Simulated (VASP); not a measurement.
# Mg (P6_3/mmc) in VASP: notebook

Aim: see how the results for Mg move with the level of theory and the settings. Levels: PBEsol, PBEsol+D3(BJ). Tasks: relaxation of cell and atoms.

Program: VASP 6.6.1. These are calculated values, not measurements. Logs are shortened: lines on timing, memory, paths and dates and some standing lists are left out, and cuts for length are marked.

## Step 1: The cell of the first run

The structure is hexagonal, space group P6_3/mmc (No. 194). The conventional cell has a = 3.209 Å, b = 3.209 Å, c = 5.210 Å, α = 90.00°, β = 90.00°, γ = 120.00°. Within 4.2 Å of Mg (site symmetry -6m2) lie 12 Mg at 3.20 to 3.21 Å.

## Step 2: Relaxation of cell and atoms, PBEsol

The input, INCAR:

```
  PREC = Accurate
  ENCUT = 600
  EDIFF = 1E-7
  ISMEAR = -1
  SIGMA = 0.05
  LREAL = False
  LASPH = True
  NELM = 120
  ALGO = Normal
  ISIF = 3
  LWAVE = False
  LCHARG = False
  GGA = PS
  IBRION = 2
  NSW = 60
  EDIFFG = -0.01
  GGA_COMPAT = False
  NELMIN = 4
```

The input, KPOINTS:

```
Automatic mesh
0
Gamma
  10 10 5
```

The input, POSCAR:

```
Mg
1.0
    3.2093000000      0.0000000000      0.0000000000
   -1.6046500000      2.7793353284      0.0000000000
    0.0000000000      0.0000000000      5.2103000000
Mg
2
Direct
    0.6666666667      0.3333333333      0.7500000000
    0.3333333333      0.6666666667      0.2500000000
```

Potentials or basis: VASP PAW PBE potentials, release 64 (Mg).

On the command line:

```bash
cat potpaw_PBE.64/Mg/POTCAR > POTCAR
mpirun -np 1 vasp_std > vasp.out
```

OUTCAR:

```text
PREC = Accurate
   ENCUT = 600
   EDIFF = 1E-7
   ISMEAR = -1
   LREAL = False
   LASPH = True
   NELM = 120
   ISIF = 3
   GGA = PS
   IBRION = 2
   NSW = 60
   EDIFFG = -0.01
   NELMIN = 4

 ion  position               nearest neighbor table
   1  0.667  0.333  0.750-   2 3.20   2 3.20   2 3.20   2 3.20   2 3.20   2 3.20
   2  0.333  0.667  0.250-   1 3.20   1 3.20   1 3.20   1 3.20   1 3.20   1 3.20

  LATTYP: Found a hexagonal cell.
 ALAT       =     3.2093000000
 C/A-ratio  =     1.6235004518

  Lattice vectors:

 A1 = (   3.2093000000,   0.0000000000,   0.0000000000)
 A2 = (  -1.6046500000,   2.7793353284,   0.0000000000)
 A3 = (   0.0000000000,   0.0000000000,   5.2103000000)

Analysis of symmetry for initial positions (statically):
=====================================================================
 Subroutine PRICEL returns:
 Original cell was already a primitive cell.

 Routine SETGRP: Setting up the symmetry group for a
 hexagonal supercell.

 Subroutine GETGRP returns: Found 24 space group operations
 (whereof 12 operations were pure point group operations)
 out of a pool of 24 trial point group operations.

The static configuration has the point symmetry D_3d.
 The point group associated with its full space group is D_6h.

Analysis of symmetry for dynamics (positions and initial velocities):
=====================================================================
 Subroutine PRICEL returns:
 Original cell was already a primitive cell.

 Routine SETGRP: Setting up the symmetry group for a
 hexagonal supercell.

 Subroutine GETGRP returns: Found 24 space group operations
 (whereof 12 operations were pure point group operations)
 out of a pool of 24 trial point group operations.

The dynamic configuration has the point symmetry D_3d.
 The point group associated with its full space group is D_6h.

 Subroutine INISYM returns: Found 24 space group operations
 (whereof 12 operations are pure point group operations),
 and found     1 'primitive' translations

----------------------------------------------------------------------------------------

                                     Primitive cell

  volume of cell :      46.4744

  direct lattice vectors                    reciprocal lattice vectors
     3.209300000  0.000000000  0.000000000     0.311594429  0.179899127  0.000000000
    -1.604650000  2.779335328  0.000000000     0.000000000  0.359798255  0.000000000
     0.000000000  0.000000000  5.210300000     0.000000000  0.000000000  0.191927528

  length of vectors
     3.209300000  3.209300000  5.210300000     0.359798255  0.359798255  0.191927528

  position of ions in fractional coordinates (direct lattice)
     0.666666667  0.333333333  0.750000000
     0.333333333  0.666666667  0.250000000

  ion indices of the primitive-cell ions
   primitive index   ion index
                 1           1
                 2           2

----------------------------------------------------------------------------------------

 KPOINTS: Automatic mesh

Automatic generation of k-mesh.
 Grid dimensions read from file:
 generate k-points for:   10   10    5

 Generating k-lattice:

  Cartesian coordinates                     Fractional coordinates (reciprocal lattice)
     0.031159443  0.017989913  0.000000000     0.100000000 -0.000000000  0.000000000
     0.000000000  0.035979825  0.000000000     0.000000000  0.100000000  0.000000000
     0.000000000  0.000000000  0.038385506     0.000000000  0.000000000  0.200000000

  Length of vectors
     0.035979825  0.035979825  0.038385506

  Shift w.r.t. Gamma in fractional coordinates (k-lattice)
     0.000000000  0.000000000  0.000000000

 Subroutine IBZKPT returns following result:
 ===========================================

 Found     42 irreducible k-points:

 Following reciprocal coordinates:
            Coordinates               Weight
  0.000000  0.000000  0.000000      1.000000
  0.100000  0.000000  0.000000      6.000000
  0.200000  0.000000  0.000000      6.000000
  0.300000  0.000000  0.000000      6.000000
  0.400000  0.000000  0.000000      6.000000
  0.500000  0.000000  0.000000      3.000000
[... 16 lines left out ...]
  0.300000  0.100000  0.200000     24.000000
  0.400000  0.100000  0.200000     24.000000
 [... further k-points ...]
   k-points           NKPTS =     42   k-points in BZ     NKDIM =     42   number of bands    NBANDS=      6
   number of dos      NEDOS =    301   number of ions     NIONS =      2
   total plane-waves  NPLWV =  32928
   dimension x,y,z NGX =    28 NGY =   28 NGZ =   42
   dimension x,y,z NGXF=    56 NGYF=   56 NGZF=   84
   ions per type =               2
   NGX,Y,Z   is equivalent  to a cutoff of  14.50, 14.50, 13.40 a.u.
   NGXF,Y,Z  is equivalent  to a cutoff of  29.01, 29.01, 26.80 a.u.
 SYSTEM =  unknown system
   PREC   = accura    normal or accurate (medium, high low for compatibility)
   ISTART =      0    job   : 0-new  1-cont  2-samecut
   ICHARG =      2    charge: 1-file 2-atom 10-const
   ISPIN  =      1    spin polarized calculation?
   LNONCOLLINEAR =      F non collinear calculations
   LSORBIT =      F    spin-orbit coupling
   LASPH  =      T    aspherical Exc in radial PAW
   ENCUT  =  600.0 eV  44.10 Ry    6.64 a.u.   6.41  6.41 10.41*2*pi/ulx,y,z
   NELM   =    120;   NELMIN=  4; NELMDL= -5     # of ELM steps
   EDIFF  = 0.1E-06   stopping-criterion for ELM
   LREAL  =      F    real-space projection
   EDIFFG = -.1E-01   stopping-criterion for IOM
   NSW    =     60    number of steps for IOM
   IBRION =      2    ionic relax: 0-MD 1-quasi-New 2-CG
   NFREE  =      1    steps in history (QN), initial steepest desc. (CG)
   ISIF   =      3    stress and relaxation
   ISYM   =      2    0-nonsym 1-usesym 2-fastsym
   POTIM  = 0.5000    time-step for ionic-motion
   TEBEG  =    0.0;   TEEND  =   0.0 temperature during run
   PSTRESS=    0.0 pullay stress
   NELECT =       4.0000    total number of electrons
   NUPDOWN=      -1.0000    fix difference up-down
   EMIN   =  10.00;   EMAX   =-10.00  energy-range for DOS
   EFERMI =   0.00;   METHOD = LEGACY
   ISMEAR =    -1;   SIGMA  =   0.05  broadening in eV -4-tet -1-fermi 0-gaus
   EFERMI_NEDOS =   21; number of points for ismear=-14 and -15
   IALGO  =     38    algorithm
   IMIX   =      4    mixing-type and parameters
     AMIX     =   0.40;   BMIX     =  1.00
     AMIX_MAG =   1.60;   BMIX_MAG =  1.00
  volume/ion in A,a.u.               =      23.24       156.81
  Fermi-wavevector in a.u.,A,eV,Ry     =   0.722809  1.365911  7.108401  0.522453
  Thomas-Fermi vector in A             =   1.812866
   LORBIT       =      0    0 simple, 1 ext, 2 COOP (PROOUT), +10 PAW based schemes
   GGA     = PS    functional components
   LHFCALC =     F    Hartree Fock is set to
   AEXX    =    0.0000 exact exchange contribution
   IVDW    =     0    specifies the selected vdW correction
   LEPSILON=     F    determine dielectric tensor
   LRPA    =     F    only Hartree local field effects (RPA)
 conjugate gradient relaxation of ions
 non-spin polarized calculation
  energy-cutoff  :      600.00
  volume of cell :       46.47
 maximum number of plane-waves:      1578
 NGX is ok and might be reduce to    28
   NGX = 13   NGY = 13   NGZ = 21

--------------------------------------- Ionic step        1  -------------------------------------------

 number of electron       4.0000000 magnetization

 Free energy of the ion-electron system (eV)
  ---------------------------------------------------
  ext. energy  EPLUGINS =         0.00000000
  ---------------------------------------------------
  free energy    TOTEN  =        -3.43705123 eV

  energy without entropy =       -3.42518219  energy(sigma->0) =       -3.43111671

------------------------ aborting loop because EDIFF is reached ----------------------------------------

  FORCE on cell =-STRESS in cart. coord.  units (eV):
  Direction    XX          YY          ZZ          XY          YZ          ZX
  --------------------------------------------------------------------------------------
  -------------------------------------------------------------------------------------
  Total       -0.4302521     -0.4302521     -0.0962279      0.0000000      0.0000000      0.0000000
  in kB      -14.8326802    -14.8326802     -3.3173968      0.0000000      0.0000000      0.0000000
  external PRESSURE =     -10.9942524 kB  Pullay stress =       0.0000000 kB
[... 201 lines left out ...]
  energy  without entropy=       -3.4382037394  energy(sigma->0) =       -3.44234598

--------------------------------------- Ionic step        7  -------------------------------------------

 number of electron       4.0000000 magnetization

 Free energy of the ion-electron system (eV)
  ---------------------------------------------------
  ext. energy  EPLUGINS =         0.00000000
  ---------------------------------------------------
  free energy    TOTEN  =        -3.44664989 eV

  energy without entropy =       -3.43827527  energy(sigma->0) =       -3.44246258

 E-fermi :   2.7337     XC(G=0):  -8.5901

 val. band max:        2.6625180663   @ k =   0.3000   0.3000   0.4000
 cond. band min:       2.7508276301   @ k =   0.4000   0.1000   0.4000
 fundamental gap:      0.0883095638
 Fermi energy:         2.7337481904

 k-point     1 :       0.0000    0.0000    0.0000
  band No.  band energies     occupation
      1      -4.3211      2.00000
      2       0.8247      2.00000
      3       1.1844      2.00000
      4      14.0226      0.00000
      5      14.0226      0.00000
      6      14.2458      0.00000

 k-point     2 :       0.1000    0.0000    0.0000
  band No.  band energies     occupation
      1      -4.1181      2.00000
      2       1.0104      2.00000
      3       1.3819      2.00000
      4      11.1855      0.00000
      5      12.6249      0.00000
      6      13.3344      0.00000
[... 190 lines left out ...]
 k-point    24 :       0.4000    0.1000    0.2000
  band No.  band energies     occupation
      1       0.0534      2.00000
      2       1.9032      2.00000
      3       3.2657      0.00005
      4       5.0450      0.00000
      5       6.9705      0.00000
      6       8.0309      0.00000

 [... further k-points ...]

------------------------ aborting loop because EDIFF is reached ----------------------------------------

  FORCE on cell =-STRESS in cart. coord.  units (eV):
  Direction    XX          YY          ZZ          XY          YZ          ZX
  --------------------------------------------------------------------------------------
  -------------------------------------------------------------------------------------
  Total        0.0012580      0.0012580      0.0015234      0.0000000      0.0000000      0.0000000
  in kB        0.0446966      0.0446966      0.0541267      0.0000000      0.0000000      0.0000000
  external PRESSURE =       0.0478400 kB  Pullay stress =       0.0000000 kB
[... 17 lines left out ...]
  FREE ENERGIE OF THE ION-ELECTRON SYSTEM (eV)
  ---------------------------------------------------
  free  energy   TOTEN  =        -3.4466498911 eV

  energy  without entropy=       -3.4382752685  energy(sigma->0) =       -3.44246258

 reached required accuracy - stopping structural energy minimisation
```

Run time: 52 s. Hardware: 1 thread of Intel Xeon Platinum 8488C (Sapphire Rapids), shared host; peak memory 0.18 GiB.

What came out:

```yaml
Free_energy: -3.4466 eV
Relaxed_volume: 22.55 Å³/atom
Relaxed_cell: a = 3.147 Å, b = 3.147 Å, c = 5.258 Å, α = 90.00°, β = 90.00°, γ = 120.00°
Space_group_after_relaxing_to_0.05_Å: P6_3/mmc (No. 194)
Energy_gained_by_relaxing: 4.8 meV/atom
Ionic_steps: 7
Pressure_after_relaxing: 0.0 GPa
Band_gap_on_the_k_mesh: zero (band 2 reaches 3.24 eV, above the bottom of band 3 at 1.18 eV)
```

The path:
```
step  energy change (eV)  largest force (eV/Å)  pressure (GPa)  volume (Å³)
   1              0.0000                0.0000           -1.10        46.47
   2             -0.0065                0.0000           -0.28        45.41
   3             -0.0076                0.0000            0.23        44.81
   4             -0.0091                0.0000            0.22        44.83
   5             -0.0094                0.0000            0.21        44.85
   6             -0.0094                0.0000            0.21        44.85
   7             -0.0096                0.0000            0.00        45.09
```

Final structure:
```
Mg
1.0
     3.14697    0.00000    0.00000
    -1.57349    2.72536    0.00000
     0.00000    0.00000    5.25787
Mg
2
Direct
  0.66667 0.33333 0.75000
  0.33333 0.66667 0.25000
```

Levels at points of the mesh, in eV from the Fermi level:
```csv
k point,band 1,band 2,band 3,band 4,band 5,band 6
"(0.00, 0.00, 0.00)",-7.05,-1.91,-1.55,11.29,11.29,11.51
"(0.50, 0.00, 0.00)",-2.15,-2.09,2.60,2.92,3.09,3.58
```

Caveat: the PAW data sets were made with another functional, which shifts forces and pressure a little.

## Step 3: Relaxation of cell and atoms, PBEsol+D3(BJ)

The input, INCAR:

```
SYSTEM = Mg
ALGO = Normal
EDIFF = 1E-7
EDIFFG = -0.01
ENCUT = 600
GGA = PS
GGA_COMPAT = .False.
IBRION = 2
ISIF = 3
ISMEAR = -1
IVDW = 12
LASPH = .True.
LCHARG = .False.
LREAL = .False.
LWAVE = .False.
NELM = 120
NELMIN = 4
NSW = 60
PREC = Accurate
SIGMA = 0.05
```

The input, KPOINTS:

```
k-points
0
Gamma
  10 10 5
  0 0 0
```

POSCAR is that of step 2.

Potentials or basis: VASP PAW PBE potentials, release 64 (Mg).

On the command line:

```bash
cat potpaw_PBE.64/Mg/POTCAR > POTCAR
mpirun -np 1 vasp_std > vasp.out
```

It took 76 s on 1 thread of Intel Xeon Platinum 8488C (Sapphire Rapids), shared host; peak memory 0.2 GiB.

It converged, with:

- Free energy: -3.9942 eV
- Relaxed volume: 21.40 Å³/atom
- Relaxed cell: a = 3.094 Å, b = 3.094 Å, c = 5.161 Å, α = 90.00°, β = 90.00°, γ = 120.00°
- Space group after relaxing (to 0.05 Å): P6_3/mmc (No. 194)
- Energy gained by relaxing: 20.5 meV/atom
- Ionic steps: 10
- Pressure after relaxing: 0.0 GPa
- Band gap on the k mesh: zero (band 2 reaches 3.51 eV, above the bottom of band 3 at 1.48 eV)
- Dispersion energy per atom: -0.281 eV

Step by step:
```
step  energy change (eV)  largest force (eV/Å)  pressure (GPa)  volume (Å³)
   1              0.0000                0.0000           -2.97        46.47
   2             -0.0364                0.0000           -0.84        43.64
   3             -0.0393                0.0000            0.03        42.72
   4             -0.0393                0.0000            0.10        42.65
   5             -0.0403                0.0000            0.10        42.66
   6             -0.0400                0.0000            0.11        42.71
   7             -0.0410                0.0000            0.10        42.68
   8             -0.0410                0.0000            0.10        42.69
   9             -0.0410                0.0000            0.10        42.69
  10             -0.0410                0.0000           -0.01        42.80
```

Final structure:
```yaml
crystal:
  lattice:
    - [3.09443, 0.00000, 0.00000]
    - [-1.54721, 2.67985, 0.00000]
    - [0.00000, 0.00000, 5.16132]
  atoms:
    - { symbol: Mg, position: [0.66667, 0.33333, 0.75000] }
    - { symbol: Mg, position: [0.33333, 0.66667, 0.25000] }
```

Levels at points of the mesh, in eV from the Fermi level:
```csv
k point,band 1,band 2,band 3,band 4,band 5
"(0.00, 0.00, 0.00)",-7.29,-2.00,-1.54,11.58,11.58
"(0.50, 0.00, 0.00)",-2.25,-2.14,2.68,2.93,3.24
```

Caveat: the PAW data sets were made with another functional, which shifts forces and pressure a little; pairwise dispersion overbinds metals, which lowers pressure and volume.
